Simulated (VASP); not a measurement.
# Mg3Sb2 (P-3m1) in VASP: notebook, part 2 of 2

VASP 6.6.1. Earlier steps stand in the parts before.

### Step 3. Single point, PBE

This run uses another cell than the first one, of 26.34 Å³/atom, 0.990 times its volume.

Contents of INCAR:

```
ALGO = Normal
EDIFF = 1E-6
ENCUT = 520
GGA = PE
ISIF = 2
ISMEAR = 0
LASPH = T
LCHARG = F
LREAL = F
LWAVE = F
NBANDS = 16
NELM = 100
PREC = Accurate
SIGMA = 0.1
```

Contents of KPOINTS:

```
k-points
0
Gamma
  6 6 4
```

Contents of POSCAR:

```
Mg3Sb2
1.0
    4.5820000000      0.0000000000      0.0000000000
   -2.2910000000      3.9681284001      0.0000000000
    0.0000000000      0.0000000000      7.2440000000
Mg Sb
3 2
Direct
    0.3333333333      0.6666666667      0.6300000000
    0.6666666667      0.3333333333      0.3700000000
    0.0000000000      0.0000000000      0.0000000000
    0.3333333333      0.6666666667      0.2350000000
    0.6666666667      0.3333333333      0.7650000000
```

Potentials or basis: VASP PAW PBE potentials, release 64 (Mg, Sb).

On the command line:

```
> cat potpaw_PBE.64/Mg/POTCAR potpaw_PBE.64/Sb/POTCAR > POTCAR
> mpirun -np 1 vasp_std > vasp.out
```

OUTCAR:

```text
EDIFF = 1E-6
   ENCUT = 520
   GGA = PE
   ISIF = 2
   ISMEAR = 0
   LASPH = T
   LREAL = F
   NELM = 100
   PREC = Accurate

 ion  position               nearest neighbor table
   1  0.333  0.667  0.630-   5 2.82   5 2.82   5 2.82   4 2.86   2 3.25   2 3.25   2 3.25
   2  0.667  0.333  0.370-   4 2.82   4 2.82   4 2.82   5 2.86   1 3.25   1 3.25   1 3.25
   3  0.000  0.000  0.000-   4 3.15   5 3.15   4 3.15   5 3.15   5 3.15   4 3.15
   4  0.333  0.667  0.235-   2 2.82   2 2.82   2 2.82   1 2.86   3 3.15   3 3.15   3 3.15
[... 659 lines left out ...]
  --------------------------------------------------------------------------------------
  -------------------------------------------------------------------------------------
  Total        0.6062454      0.6062454      1.1410903     -0.0000000      0.0000000      0.0000000
  in kB        7.3746229      7.3746229     13.8806996     -0.0000000      0.0000000      0.0000000
  external PRESSURE =       9.5433151 kB  Pullay stress =       0.0000000 kB

 VOLUME and BASIS-vectors are now :
 -----------------------------------------------------------------------------
  energy-cutoff  :      520.00
  volume of cell :      131.71
      direct lattice vectors                 reciprocal lattice vectors
     4.582000000  0.000000000  0.000000000     0.218245308  0.126003987  0.000000000
    -2.291000000  3.968128400  0.000000000     0.000000000  0.252007974  0.000000000
     0.000000000  0.000000000  7.244000000     0.000000000  0.000000000  0.138045279

 POSITION                                       TOTAL-FORCE (eV/Angst)
 -----------------------------------------------------------------------------------
     -0.00000      2.64542      4.56372         0.000000     -0.000000      0.152878
      2.29100      1.32271      2.68028        -0.000000      0.000000     -0.152878
      0.00000      0.00000      0.00000         0.000000      0.000000      0.000000
     -0.00000      2.64542      1.70234        -0.000000     -0.000000     -0.495282
      2.29100      1.32271      5.54166         0.000000      0.000000      0.495282
 -----------------------------------------------------------------------------------
    total drift:                               -0.000000     -0.000000      0.000000

  FREE ENERGIE OF THE ION-ELECTRON SYSTEM (eV)
  ---------------------------------------------------
  free  energy   TOTEN  =       -14.5950008255 eV

  energy  without entropy=      -14.5948100301  energy(sigma->0) =      -14.59490543
```

Run time: 48 s. Hardware: 1 thread of Intel Xeon Platinum 8259CL at 2.50GHz (Skylake/Cascade Lake), shared host; peak memory 0.25 GiB.

Results:

- Free energy: -14.5950 eV
- Pressure: 1.0 GPa
- Largest force: 0.495 eV/Å
- Band gap on the k mesh: 0.26 eV, indirect (least direct gap 1.17 eV)

Forces on the atoms (eV/Å):
```
Mg   0.000  0.000  0.153
Mg   0.000  0.000 -0.153
Mg   0.000  0.000  0.000
Sb   0.000  0.000 -0.495
Sb   0.000  0.000  0.495
```

Caveat: spin-orbit coupling is left out, which moves the levels of the heavy elements.

### Step 4. Relaxation of cell and atoms, PBE

This run uses another cell than the first one, of 26.34 Å³/atom, 0.990 times its volume.

Contents of INCAR:

```
SYSTEM = Mg3Sb2
PREC = Accurate
ENCUT = 600
EDIFF = 1E-7
ISMEAR = 0
SIGMA = 0.01
LREAL = .False.
LASPH = .True.
NELM = 120
ALGO = Normal
ISIF = 3
LWAVE = .False.
LCHARG = .False.
GGA = PE
IBRION = 2
NSW = 100
EDIFFG = -0.005
GGA_COMPAT = .False.
NELMIN = 4
```

Contents of KPOINTS:

```
regular mesh
0
Gamma
  9 9 6
  0 0 0
```

POSCAR is that of step 3.

On the command line:

```
> cat potpaw_PBE.64/Mg/POTCAR potpaw_PBE.64/Sb/POTCAR > POTCAR
> mpirun -np 1 vasp_std > vasp.out
```

Run time: 10 min. Hardware: 1 thread of Intel Xeon 6975P-C (Granite Rapids), shared host; peak memory 0.4 GiB.

The run converged. Its results:

- Free energy: -14.6473 eV
- Relaxed volume: 26.61 Å³/atom
- Relaxed cell: a = 4.596 Å, b = 4.596 Å, c = 7.273 Å, α = 90.00°, β = 90.00°, γ = 120.00°
- Space group after relaxing (to 0.05 Å): P-3m1 (No. 164)
- Energy gained by relaxing: 7.9 meV/atom
- Ionic steps: 9
- Pressure after relaxing: 0.0 GPa
- Largest force after relaxing: 0.005 eV/Å
- Band gap on the k mesh: 0.09 eV, indirect (least direct gap 1.01 eV)

Forces in eV/Å, atoms in the order of the input:
```
Mg   0.000  0.000 -0.005
Mg   0.000  0.000  0.005
Mg   0.000  0.000  0.000
Sb   0.000  0.000  0.003
Sb   0.000  0.000 -0.003
```

Step by step:
| step | energy change (eV) | largest force (eV/Å) | pressure (GPa) | volume (Å³) |
| --- | --- | --- | --- | --- |
| 1 | 0.0000 | 0.4969 | 0.96 | 131.71 |
| 2 | -0.0267 | 0.2431 | -0.25 | 134.73 |
| 3 | -0.0276 | 0.1922 | -0.50 | 135.41 |
| 4 | -0.0348 | 0.1242 | -0.24 | 134.31 |
| 5 | -0.0381 | 0.0345 | 0.12 | 132.89 |
| 6 | -0.0394 | 0.0134 | 0.01 | 133.09 |
| 7 | -0.0395 | 0.0132 | -0.04 | 133.17 |
| 8 | -0.0395 | 0.0121 | -0.03 | 133.16 |
| 9 | -0.0395 | 0.0045 | 0.02 | 133.03 |

Final structure:
```yaml
crystal:
  lattice:
    - [4.59561, 0.00000, 0.00000]
    - [-2.29781, 3.97992, 0.00000]
    - [0.00000, 0.00000, 7.27321]
  atoms:
    - { symbol: Mg, position: [0.33333, 0.66667, 0.63212] }
    - { symbol: Mg, position: [0.66667, 0.33333, 0.36788] }
    - { symbol: Mg, position: [0.00000, 0.00000, 0.00000] }
    - { symbol: Sb, position: [0.33333, 0.66667, 0.22533] }
    - { symbol: Sb, position: [0.66667, 0.33333, 0.77467] }
```

Levels at points of the mesh, in eV from the valence-band top:
| k point | band 5 | band 6 | band 7 | band 8 | band 9 | band 10 | band 11 | band 12 |
| --- | --- | --- | --- | --- | --- | --- | --- | --- |
| (0.00, 0.00, 0.00) | -1.08 | -0.39 | -0.39 | 0.00 | 1.01 | 1.18 | 3.03 | 3.03 |
| (0.00, 0.00, 0.50) | -0.77 | -0.77 | -0.72 | -0.72 | 1.74 | 1.79 | 2.68 | 2.68 |

Caveat: spin-orbit coupling is left out, which moves the levels of the heavy elements. PBE usually gives volumes a little too large and moduli too small.

### Step 5. Summary

```tsv
task	cell	k mesh	cutoff (eV)	smearing	gap on the mesh (eV)	pressure (GPa)	largest force (eV/Å)
single point	a = 4.595, b = 4.595, c = 7.273 Å, angles 90.0, 90.0, 120.0°, 5 atoms	9 × 9 × 6	520	gaussian 0.01 eV	0.09	0.0	0.01
single point	a = 4.582, b = 4.582, c = 7.244 Å, angles 90.0, 90.0, 120.0°, 5 atoms	6 × 6 × 4	520	gaussian 0.1 eV	0.26	1.0	0.50
relaxation of cell and atoms	relaxed from a = 4.582, b = 4.582, c = 7.244 Å, angles 90.0, 90.0, 120.0°, 5 atoms	9 × 9 × 6	600	gaussian 0.01 eV	0.09	0.0	-
```

Alike in all rows: level PBE; potentials or basis VASP PAW PBE potentials, release 64 (Mg, Sb); no spin polarisation.

Caveats: spin-orbit coupling is left out, which moves the levels of the heavy elements.

Total energies depend on the potentials used, so only differences within one code and one set of settings carry meaning.
